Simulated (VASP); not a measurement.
Rb2BrCl: relaxation of cell and atoms with PBE

Crystal: Rb2BrCl.

```xyz
4
Lattice="2.3518 1.3578 7.6810 -2.3518 1.3578 7.6810 0.0000 -2.7157 7.6810" Properties=species:S:1:pos:R:3 pbc="T T T"
Cl    2.3518    1.3578    7.6810
Br    0.0000    0.0000   11.5216
Rb    0.0000    0.0000    5.7608
Rb    0.0000    0.0000   17.2823
```

```
Program                : VASP 6.6.1
Task                   : relaxation of cell and atoms
Functional             : PBE
Potentials or basis    : VASP PAW PBE potentials, release 64 (Cl, Br, Rb_sv)
Cutoff                 : 600 eV
k mesh                 : 6 × 6 × 6
Occupations            : fermi-dirac, width 0.02 eV
Spin                   : no spin polarisation
Dipole correction      : no
Further INCAR settings : ALGO = Normal; EDIFF = 1e-06; IBRION = 2; EDIFFG = -0.005; NSW = 80; ISIF = 3
```

```json
{
  "Relaxed volume": "40.38 Å³/atom",
  "Relaxed cell": "a = 8.413 Å, b = 8.413 Å, c = 8.413 Å, α = 33.49°, β = 33.49°, γ = 33.49°",
  "Space group after relaxing (to 0.1 Å)": "R-3m (No. 166)",
  "Energy gained by relaxing": "22.5 meV/atom",
  "Ionic steps": "11",
  "Pressure after relaxing": "0.0 GPa",
  "Band gap on the k mesh": "4.33 eV"
}
```

The path:
```
step  energy change (eV)  largest force (eV/Å)  pressure (GPa)  volume (Å³)
   1              0.0000                0.3038            1.62       147.17
   2             -0.0628                0.2164            0.63       155.23
   3             -0.0797                0.1387           -0.20       164.57
   4             -0.0803                0.1495           -0.09       163.14
   5             -0.0803                0.1520           -0.07       162.81
   6             -0.0829                0.1297           -0.05       162.52
   7             -0.0883                0.0627            0.00       161.66
   8             -0.0872                0.0748            0.12       159.96
   9             -0.0898                0.0074            0.04       160.94
  10             -0.0898                0.0037            0.04       160.90
  11             -0.0899                0.0009            0.00       161.50
```

Final structure:
```
Cl Br Rb
1.0
     2.42404    1.39952    7.93421
    -2.42404    1.39952    7.93421
     0.00000   -2.79904    7.93421
Cl Br Rb
1 1 2
Direct
  0.00000 0.00000 0.00000
  0.50000 0.50000 0.50000
  0.25377 0.25377 0.25377
  0.74623 0.74623 0.74623
```

Levels at points of the mesh, in eV from the valence-band top:
| k point | band 12 | band 13 | band 14 | band 15 | band 16 | band 17 | band 18 | band 19 | band 20 |
| --- | --- | --- | --- | --- | --- | --- | --- | --- | --- |
| (0.00, 0.00, 0.00) | -0.59 | -0.59 | -0.13 | 0.00 | 0.00 | 4.33 | 6.87 | 7.44 | 7.44 |
| (0.50, 0.00, 0.00) | -0.62 | -0.60 | -0.56 | -0.28 | -0.14 | 6.53 | 6.60 | 6.98 | 7.42 |
| (0.50, 0.50, 0.00) | -0.65 | -0.61 | -0.40 | -0.22 | -0.12 | 5.79 | 6.91 | 7.17 | 7.43 |
| (0.50, 0.50, 0.50) | -0.56 | -0.56 | -0.47 | -0.04 | -0.04 | 5.50 | 5.57 | 7.00 | 7.45 |

Wall time 16 min on 1 thread of Intel(R) Xeon(R) 6975P-C (Granite Rapids), with other jobs on the host, peak memory 0.84 GiB.

A k mesh can miss the band edges.
